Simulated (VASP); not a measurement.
# MgB2 (P6/mmm) in VASP: notebook

MgB2 is run at these levels: r2SCAN, r2SCAN+rVV10; tasks: single point.

Everything below comes from runs of VASP 6.6.1. Logs are shortened: lines on timing, memory, paths and dates and some standing lists are left out, and cuts for length are marked.

## (1) The cell of the first run

It takes space group P6/mmm (No. 191, hexagonal). The conventional cell has a = 3.090 Å, b = 3.090 Å, c = 3.512 Å, α = 90.00°, β = 90.00°, γ = 120.00°. Mg (site symmetry 6/mmm) has 12 B at 2.50 Å and 6 Mg at 3.09 Å within 3.3 Å. B (site symmetry -6m2) has 3 B at 1.78 Å within 2.4 Å.

## (2) Single point, r2SCAN

POSCAR reads:

```
MgB2
1.0
    3.0897861850      0.0000000000      0.0000000000
   -1.5448930925      2.6758333285      0.0000000000
    0.0000000000      0.0000000000      3.5120909540
Mg B
1 2
Direct
    0.0000000000      0.0000000000      0.0000000000
    0.3333333333      0.6666666667      0.5000000000
    0.6666666667      0.3333333333      0.5000000000
```

INCAR.step1 reads:

```
PREC = Accurate ; ENCUT = 920
ISMEAR = 0 ; SIGMA = 0.05
LREAL = False ; LASPH = True
NELM = 120 ; NBANDS = 15
GGA = PE ; ALGO = Normal
EDIFF = 1E-5 ; LWAVE = True
LCHARG = False ; GGA_COMPAT = False
```

INCAR.step2 reads:

```
PREC = Accurate ; ENCUT = 920
EDIFF = 1E-6 ; ISMEAR = 0
SIGMA = 0.05 ; LREAL = False
LASPH = True ; NELM = 120
ALGO = Normal ; ISIF = 2
LWAVE = False ; LCHARG = True
METAGGA = R2SCAN ; LMIXTAU = True
LELF = True ; LVHAR = True
NBANDS = 15 ; ISTART = 1
GGA_COMPAT = False
```

KPOINTS reads:

```
regular mesh
0
Gamma
  8 8 6
```

Potentials or basis: VASP PAW PBE potentials, release 64 (Mg_sv, B).

The run is started by

```
cat potpaw_PBE.64/Mg_sv/POTCAR potpaw_PBE.64/B/POTCAR > POTCAR
cp INCAR.step1 INCAR
mpirun -np 1 vasp_std > vasp.out
cp INCAR.step2 INCAR
mpirun -np 1 vasp_std > vasp.out
```

OUTCAR:

```text
PREC = Accurate
   ENCUT = 920
   EDIFF = 1E-6
   ISMEAR = 0
   LREAL = False
   LASPH = True
   NELM = 120
   ISIF = 2
   METAGGA = R2SCAN
   ISTART = 1

 ion  position               nearest neighbor table
   1  0.000  0.000  0.000-
   2  0.333  0.667  0.500-   3 1.78   3 1.78   3 1.78
   3  0.667  0.333  0.500-   2 1.78   2 1.78   2 1.78

  LATTYP: Found a hexagonal cell.
 ALAT       =     3.0897861850
 C/A-ratio  =     1.1366776676

  Lattice vectors:

 A1 = (   3.0897861850,   0.0000000000,   0.0000000000)
 A2 = (  -1.5448930925,   2.6758333285,   0.0000000000)
 A3 = (   0.0000000000,   0.0000000000,   3.5120909540)

Analysis of symmetry for initial positions (statically):
=====================================================================
 Subroutine PRICEL returns:
 Original cell was already a primitive cell.

 Routine SETGRP: Setting up the symmetry group for a
 hexagonal supercell.

 Subroutine GETGRP returns: Found 24 space group operations
 (whereof 24 operations were pure point group operations)
 out of a pool of 24 trial point group operations.

The static configuration has the point symmetry D_6h.

Analysis of symmetry for dynamics (positions and initial velocities):
=====================================================================
 Subroutine PRICEL returns:
 Original cell was already a primitive cell.

 Routine SETGRP: Setting up the symmetry group for a
 hexagonal supercell.

 Subroutine GETGRP returns: Found 24 space group operations
 (whereof 24 operations were pure point group operations)
 out of a pool of 24 trial point group operations.

The dynamic configuration has the point symmetry D_6h.

 Subroutine INISYM returns: Found 24 space group operations
 (whereof 24 operations are pure point group operations),
 and found     1 'primitive' translations

----------------------------------------------------------------------------------------

                                     Primitive cell

  volume of cell :      29.0371

  direct lattice vectors                    reciprocal lattice vectors
     3.089786185  0.000000000  0.000000000     0.323646990  0.186857677  0.000000000
    -1.544893092  2.675833328  0.000000000     0.000000000  0.373715354  0.000000000
     0.000000000  0.000000000  3.512090954     0.000000000  0.000000000  0.284730667

  length of vectors
     3.089786185  3.089786185  3.512090954     0.373715354  0.373715354  0.284730667

  position of ions in fractional coordinates (direct lattice)
     0.000000000  0.000000000  0.000000000
     0.333333333  0.666666667  0.500000000
     0.666666667  0.333333333  0.500000000

  ion indices of the primitive-cell ions
   primitive index   ion index
                 1           1
                 2           2
                 3           3

----------------------------------------------------------------------------------------

 KPOINTS: regular mesh

Automatic generation of k-mesh.
 Grid dimensions read from file:
 generate k-points for:    8    8    6

 Generating k-lattice:

  Cartesian coordinates                     Fractional coordinates (reciprocal lattice)
     0.040455874  0.023357210  0.000000000     0.125000000  0.000000000  0.000000000
     0.000000000  0.046714419  0.000000000     0.000000000  0.125000000  0.000000000
     0.000000000  0.000000000  0.047455111     0.000000000  0.000000000  0.166666667

  Length of vectors
     0.046714419  0.046714419  0.047455111

  Shift w.r.t. Gamma in fractional coordinates (k-lattice)
     0.000000000  0.000000000  0.000000000

 Subroutine IBZKPT returns following result:
 ===========================================

 Found     40 irreducible k-points:

 Following reciprocal coordinates:
            Coordinates               Weight
  0.000000  0.000000  0.000000      1.000000
  0.125000  0.000000  0.000000      6.000000
  0.250000  0.000000  0.000000      6.000000
  0.375000  0.000000  0.000000      6.000000
  0.500000  0.000000  0.000000      3.000000
  0.125000  0.125000  0.000000      6.000000
[... 16 lines left out ...]
  0.250000  0.000000  0.333333     12.000000
  0.375000  0.000000  0.333333     12.000000
 [... further k-points ...]
   k-points           NKPTS =     40   k-points in BZ     NKDIM =     40   number of bands    NBANDS=     15
   number of dos      NEDOS =    301   number of ions     NIONS =      3
   total plane-waves  NPLWV =  36864
   dimension x,y,z NGX =    32 NGY =   32 NGZ =   36
   dimension x,y,z NGXF=    64 NGYF=   64 NGZF=   72
   ions per type =               1   2
   NGX,Y,Z   is equivalent  to a cutoff of  17.22, 17.22, 17.04 a.u.
   NGXF,Y,Z  is equivalent  to a cutoff of  34.44, 34.44, 34.08 a.u.
 SYSTEM =  unknown system
   PREC   = accura    normal or accurate (medium, high low for compatibility)
   ISTART =      1    job   : 0-new  1-cont  2-samecut
   ICHARG =      0    charge: 1-file 2-atom 10-const
   ISPIN  =      1    spin polarized calculation?
   LNONCOLLINEAR =      F non collinear calculations
   LSORBIT =      F    spin-orbit coupling
   LASPH  =      T    aspherical Exc in radial PAW
   ENCUT  =  920.0 eV  67.62 Ry    8.22 a.u.   7.64  7.64  8.69*2*pi/ulx,y,z
   NELM   =    120;   NELMIN=  2; NELMDL=  0     # of ELM steps
   EDIFF  = 0.1E-05   stopping-criterion for ELM
   LREAL  =      F    real-space projection
   EDIFFG = 0.1E-04   stopping-criterion for IOM
   NSW    =      0    number of steps for IOM
   IBRION =     -1    ionic relax: 0-MD 1-quasi-New 2-CG
   NFREE  =      0    steps in history (QN), initial steepest desc. (CG)
   ISIF   =      2    stress and relaxation
   ISYM   =      2    0-nonsym 1-usesym 2-fastsym
   POTIM  = 0.5000    time-step for ionic-motion
   TEBEG  =    0.0;   TEEND  =   0.0 temperature during run
   PSTRESS=    0.0 pullay stress
   NELECT =      16.0000    total number of electrons
   NUPDOWN=      -1.0000    fix difference up-down
   EMIN   =  10.00;   EMAX   =-10.00  energy-range for DOS
   EFERMI =   0.00;   METHOD = LEGACY
   ISMEAR =     0;   SIGMA  =   0.05  broadening in eV -4-tet -1-fermi 0-gaus
   EFERMI_NEDOS =   21; number of points for ismear=-14 and -15
   IALGO  =     38    algorithm
   IMIX   =      4    mixing-type and parameters
     AMIX     =   0.40;   BMIX     =  1.00
     AMIX_MAG =   1.60;   BMIX_MAG =  1.00
  volume/ion in A,a.u.               =       9.68        65.32
  Fermi-wavevector in a.u.,A,eV,Ry     =   1.342138  2.536273 24.508632  1.801334
  Thomas-Fermi vector in A             =   2.470316
   LORBIT       =      0    0 simple, 1 ext, 2 COOP (PROOUT), +10 PAW based schemes
   METAGGA = R2SCAN    functional components
   LHFCALC =     F    Hartree Fock is set to
   AEXX    =    0.0000 exact exchange contribution
   IVDW    =     0    specifies the selected vdW correction
   LEPSILON=     F    determine dielectric tensor
   LRPA    =     F    only Hartree local field effects (RPA)
 non-spin polarized calculation
 Gauss-broadening in eV      SIGMA  =   0.05
  energy-cutoff  :      920.00
  volume of cell :       29.04
 maximum number of plane-waves:      1877
 NGX is ok and might be reduce to    32
   NGX = 15   NGY = 15   NGZ = 17

 number of electron      16.0000000 magnetization

 Free energy of the ion-electron system (eV)
  ---------------------------------------------------
  ext. energy  EPLUGINS =         0.00000000
  ---------------------------------------------------
  free energy    TOTEN  =       -19.40359111 eV

  energy without entropy =      -19.40216633  energy(sigma->0) =      -19.40287872

 E-fermi :   5.1650     XC(G=0): -11.8153

 val. band max:        5.1402052884   @ k =   0.1250   0.0000   0.3333
 cond. band min:       5.1771170855   @ k =   0.2500   0.2500   0.0000
 fundamental gap:      0.0369117971
 Fermi energy:         5.1649619588

 k-point     1 :       0.0000    0.0000    0.0000
  band No.  band energies     occupation
      1     -73.1646      2.00000
      2     -38.2719      2.00000
      3     -38.2719      2.00000
      4     -38.2570      2.00000
      5      -8.0917      2.00000
      6       2.0483      2.00000
      7       5.4801      0.00000
      8       5.4801      0.00000
      9       7.1584      0.00000
     10      11.6937      0.00000
     11      11.6937      0.00000
     12      13.5025      0.00000
     13      15.8871      0.00000
     14      18.9133      0.00000
     15      22.3923      0.00000

 k-point     2 :       0.1250    0.0000    0.0000
  band No.  band energies     occupation
      1     -73.1642      2.00000
      2     -38.2775      2.00000
      3     -38.2732      2.00000
      4     -38.2561      2.00000
      5      -7.8057      2.00000
      6       2.3259      2.00000
      7       4.1110      2.00000
      8       4.8629      2.00000
      9       7.4056      0.00000
     10      11.4983      0.00000
     11      12.8941      0.00000
     12      14.2128      0.00000
     13      14.8387      0.00000
     14      20.1917      0.00000
     15      21.2406      0.00000

 k-point     3 :       0.2500    0.0000    0.0000
  band No.  band energies     occupation
      1     -73.1630      2.00000
      2     -38.2912      2.00000
      3     -38.2765      2.00000
      4     -38.2540      2.00000
      5      -6.9565      2.00000
      6       1.4683      2.00000
      7       3.1425      2.00000
      8       3.8142      2.00000
      9       8.1238      0.00000
     10      10.8076      0.00000
     11      12.4351      0.00000
     12      15.0714      0.00000
     13      15.6314      0.00000
     14      20.1190      0.00000
     15      20.2478      0.00000
[... 343 lines left out ...]
 k-point    23 :       0.2500    0.0000    0.3333
  band No.  band energies     occupation
      1     -73.1628      2.00000
      2     -38.2906      2.00000
      3     -38.2761      2.00000
      4     -38.2594      2.00000
      5      -6.1466      2.00000
      6      -0.4112      2.00000
      7       1.9607      2.00000
      8       4.0634      2.00000
      9       9.1733      0.00000
     10      11.3492      0.00000
     11      14.4202      0.00000
     12      15.9112      0.00000
     13      16.3685      0.00000
     14      17.0671      0.00000
     15      17.7022      0.00000

 k-point    24 :       0.3750    0.0000    0.3333
  band No.  band energies     occupation
      1     -73.1617      2.00000
      2     -38.3042      2.00000
      3     -38.2793      2.00000
      4     -38.2571      2.00000
      5      -4.8288      2.00000
      6      -0.6218      2.00000
      7       1.0166      2.00000
      8       3.2850      2.00000
      9       6.3639      0.00000
     10      10.8572      0.00000
     11      15.3230      0.00000
     12      15.5329      0.00000
     13      16.2786      0.00000
     14      19.0638      0.00000
     15      19.3382      0.00000

 [... further k-points ...]

------------------------ aborting loop because EDIFF is reached ----------------------------------------

  FORCE on cell =-STRESS in cart. coord.  units (eV):
  Direction    XX          YY          ZZ          XY          YZ          ZX
  --------------------------------------------------------------------------------------
  -------------------------------------------------------------------------------------
  Total       -0.3803870     -0.3803870     -0.3814333      0.0000000     -0.0000000     -0.0000000
  in kB      -20.9885778    -20.9885778    -21.0463086      0.0000000     -0.0000000     -0.0000000
  external PRESSURE =     -21.0078214 kB  Pullay stress =       0.0000000 kB

 VOLUME and BASIS-vectors are now :
 -----------------------------------------------------------------------------
  energy-cutoff  :      920.00
  volume of cell :       29.04
      direct lattice vectors                 reciprocal lattice vectors
     3.089786185  0.000000000  0.000000000     0.323646990  0.186857677  0.000000000
    -1.544893092  2.675833328  0.000000000     0.000000000  0.373715354  0.000000000
     0.000000000  0.000000000  3.512090954     0.000000000  0.000000000  0.284730667

 POSITION                                       TOTAL-FORCE (eV/Angst)
 -----------------------------------------------------------------------------------
      0.00000      0.00000      0.00000        -0.000000     -0.000000      0.000000
     -0.00000      1.78389      1.75605         0.000000     -0.000000      0.000000
      1.54489      0.89194      1.75605        -0.000000      0.000000      0.000000
 -----------------------------------------------------------------------------------
    total drift:                                0.000000     -0.000000      0.000000

  FREE ENERGIE OF THE ION-ELECTRON SYSTEM (eV)
  ---------------------------------------------------
  free  energy   TOTEN  =       -19.4035911107 eV

  energy  without entropy=      -19.4021663335  energy(sigma->0) =      -19.40287872
```

Wall time 84 s (1 thread of Intel Xeon Platinum 8259CL at 2.50GHz (Skylake/Cascade Lake), shared host); peak memory 0.21 GiB.

Results:

```
Free energy            : -19.4036 eV
Pressure               : -2.1 GPa
Band gap on the k mesh : zero (bands 8 and 9 overlap by 2.67 eV)
```

Caveat: the PAW data sets were made with another functional, which shifts forces and pressure a little.

## (3) Single point, r2SCAN+rVV10 (9.89 Å³/atom)

This run uses another cell than the first one, of 9.89 Å³/atom.

POSCAR reads:

```
MgB2
1.0
    3.1067983495      0.0000000000      0.0000000000
   -1.5533991748      2.6905662951      0.0000000000
    0.0000000000      0.0000000000      3.5488455847
Mg B
1 2
Direct
    0.0000000000      0.0000000000      0.0000000000
    0.3333333333      0.6666666667      0.5000000000
    0.6666666667      0.3333333333      0.5000000000
```

INCAR.step1 reads:

```
SYSTEM = MgB2
PREC     = Accurate       ! precision mode
ENCUT    = 920            ! plane-wave cutoff, eV
ISMEAR   = 0              ! smearing method
SIGMA    = 0.05           ! smearing width, eV
LREAL    = .FALSE.        ! projectors in reciprocal space
LASPH    = .TRUE.         ! aspherical terms in the spheres
NELM     = 120            ! most SCF steps
NBANDS   = 15             ! bands
GGA      = PE             ! functional
ALGO     = Normal         ! electronic algorithm
EDIFF    = 1E-5           ! SCF threshold, eV
LWAVE    = .TRUE.         ! write WAVECAR
LCHARG   = .FALSE.        ! write CHGCAR
GGA_COMPAT= .FALSE.
```

INCAR.step2 reads:

```
SYSTEM = MgB2
PREC     = Accurate       ! precision mode
ENCUT    = 920            ! plane-wave cutoff, eV
EDIFF    = 1E-6           ! SCF threshold, eV
ISMEAR   = 0              ! smearing method
SIGMA    = 0.05           ! smearing width, eV
LREAL    = .FALSE.        ! projectors in reciprocal space
LASPH    = .TRUE.         ! aspherical terms in the spheres
NELM     = 120            ! most SCF steps
ALGO     = Normal         ! electronic algorithm
ISIF     = 2              ! what is computed and relaxed
LWAVE    = .FALSE.        ! write WAVECAR
LCHARG   = .FALSE.        ! write CHGCAR
METAGGA  = R2SCAN         ! meta-GGA
LMIXTAU  = .TRUE.       
LUSE_VDW = .TRUE.       
IVDW_NL  = 2            
BPARAM   = 11.95        
CPARAM   = 0.0093       
NBANDS   = 15             ! bands
ISTART   = 1            
GGA_COMPAT= .FALSE.
```

KPOINTS reads:

```
Automatic mesh
0
G
  8 8 6
  0 0 0
```

Potentials or basis: VASP PAW PBE potentials, release 64 (Mg_sv, B).

The run is started by

```
cat potpaw_PBE.64/Mg_sv/POTCAR potpaw_PBE.64/B/POTCAR > POTCAR
cp INCAR.step1 INCAR
mpirun -np 1 vasp_std > vasp.out
cp INCAR.step2 INCAR
mpirun -np 1 vasp_std > vasp.out
```

It took 2.4 min on 1 thread of AMD EPYC 9R45 (Zen 5), shared host; peak memory 0.32 GiB.

It converged, with:

```
Free energy            : -19.0304 eV
Pressure               : -5.4 GPa
Band gap on the k mesh : zero (bands 8 and 9 overlap by 2.61 eV)
```

Stress tensor (GPa, compression positive):
```
-5.49  0.00  0.00
 0.00 -5.49  0.00
 0.00  0.00 -5.32
```

Levels at points of the mesh, in eV from the Fermi level:
| k point | band 4 | band 5 | band 6 | band 7 | band 8 | band 9 | band 10 | band 11 | band 12 | band 13 |
| --- | --- | --- | --- | --- | --- | --- | --- | --- | --- | --- |
| (0.00, 0.00, 0.00) | -43.44 | -13.13 | -3.12 | 0.33 | 0.33 | 1.84 | 6.49 | 6.49 | 8.19 | 10.57 |
| (0.50, 0.00, 0.00) | -43.43 | -9.15 | -8.23 | -2.33 | 0.17 | 3.20 | 4.00 | 5.60 | 7.64 | 13.32 |
| (0.00, 0.00, 0.50) | -43.44 | -11.87 | -7.69 | 0.72 | 0.72 | 6.81 | 6.81 | 8.39 | 10.00 | 10.71 |
| (0.50, 0.00, 0.50) | -43.44 | -8.17 | -7.33 | -3.74 | -2.03 | -1.27 | 5.83 | 9.33 | 9.46 | 13.90 |

Caveat: the cell stands under tension; the PAW data sets were made with another functional, which shifts forces and pressure a little.

## (4) Single point, r2SCAN+rVV10 (9.51 Å³/atom)

This run uses another cell than the first one, of 9.51 Å³/atom.

POSCAR reads:

```
MgB2
1.0
    3.0776095817      0.0000000000      0.0000000000
   -1.5388047909      2.6652880807      0.0000000000
    0.0000000000      0.0000000000      3.4773855442
Mg B
1 2
Direct
    0.0000000000      0.0000000000      0.0000000000
    0.3333333333      0.6666666667      0.5000000000
    0.6666666667      0.3333333333      0.5000000000
```

INCAR.step1 reads:

```
ALGO = Normal ; EDIFF = 1E-5
ENCUT = 920 ; GGA = PE
GGA_COMPAT = False ; ISMEAR = 0
LASPH = True ; LCHARG = False
LREAL = False ; LWAVE = True
NBANDS = 15 ; NELM = 120
PREC = Accurate ; SIGMA = 0.05
```

INCAR.step2 reads:

```
ALGO = Normal ; BPARAM = 11.95
CPARAM = 0.0093 ; EDIFF = 1E-6
ENCUT = 920 ; GGA_COMPAT = False
ISIF = 2 ; ISMEAR = 0
ISTART = 1 ; IVDW_NL = 2
LASPH = True ; LCHARG = True
LELF = True ; LMIXTAU = True
LREAL = False ; LUSE_VDW = True
LVHAR = True ; LWAVE = False
METAGGA = R2SCAN ; NBANDS = 15
NELM = 120 ; PREC = Accurate
SIGMA = 0.05
```

KPOINTS reads:

```
k-points
0
Gamma
  8 8 6
```

The run is started by

```
cat potpaw_PBE.64/Mg_sv/POTCAR potpaw_PBE.64/B/POTCAR > POTCAR
cp INCAR.step1 INCAR
mpirun -np 1 vasp_std > vasp.out
cp INCAR.step2 INCAR
mpirun -np 1 vasp_std > vasp.out
```

It took 3.2 min on 1 thread of AMD EPYC 7R43 (Zen 3), shared host; peak memory 0.29 GiB.

It converged, with:

```yaml
Free_energy: -19.0486 eV
Pressure: 0.0 GPa
Band_gap_on_the_k_mesh: zero (bands 8 and 9 overlap by 2.77 eV)
```

Stress tensor (GPa, compression positive):
```
 0.07  0.00  0.00
 0.00  0.07  0.00
 0.00  0.00 -0.02
```

Levels at points of the mesh, in eV from the Fermi level:
```csv
k point,band 4,band 5,band 6,band 7,band 8,band 9,band 10,band 11,band 12,band 13
"(0.00, 0.00, 0.00)",-43.31,-13.37,-3.09,0.30,0.30,2.12,6.54,6.54,8.43,10.85
"(0.50, 0.00, 0.00)",-43.30,-9.30,-8.42,-2.42,0.22,3.35,4.02,5.94,8.11,13.79
"(0.00, 0.00, 0.50)",-43.32,-12.01,-7.86,0.73,0.73,6.86,6.86,8.50,10.45,11.36
"(0.50, 0.00, 0.50)",-43.31,-8.25,-7.45,-3.86,-2.10,-1.32,6.01,9.51,9.77,14.60
```

Caveat: the PAW data sets were made with another functional, which shifts forces and pressure a little.

[end of part 1 of 3]

The gap in the log of VASP goes by the Fermi energy; the results here count the filled bands.